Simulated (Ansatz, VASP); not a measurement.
# ZnSnN in VASP and in Ansatz

```
Zn Sn N
1.0
     4.57701    0.00000    0.00000
    -2.28851    3.96381    0.00000
     0.00000    0.00000    2.83596
Zn Sn N
1 1 1
Cartesian
  0.0000 2.6425 0.0000
  2.2885 1.3213 0.0000
  0.0000 0.0000 1.4180
```

Change from the starting cell: species swapped into the TmNiAs type (P-6m2, No. 187).

Alike in both runs: task relaxation of cell and atoms; functional PBE; k mesh 6 × 6 × 6; occupations gaussian, width 0.1 eV; no spin polarisation.

```csv
,VASP,Ansatz
version,VASP 6.6.1,Ansatz 0.2.0
potentials or method,"VASP PAW PBE potentials, release 64 (Zn, Sn_d, N), cutoff 600 eV","scalar-relativistic, plane waves, PAW"
valence electrons in the cell,31,31
```

VASP gave:

| Item | Value |
| --- | --- |
| gap on the k mesh at the Fermi level, each at its own relaxed structure (eV) | none |
| relaxed volume (Å³/atom) | 17.48 |
| relaxed length of the cell vector where the two differ most in proportion (Å) | 3.069 |

Estimate Ansatz's values.

gap on the k mesh at the Fermi level, each at its own relaxed structure (eV): none; relaxed volume (Å³/atom): 17.50; relaxed length of the cell vector where the two differ most in proportion (Å): 3.064.

A gap of «none» marks a metal or a gap that the smearing closes.

The k mesh is coarse, so the values compare programs but aren't converged.
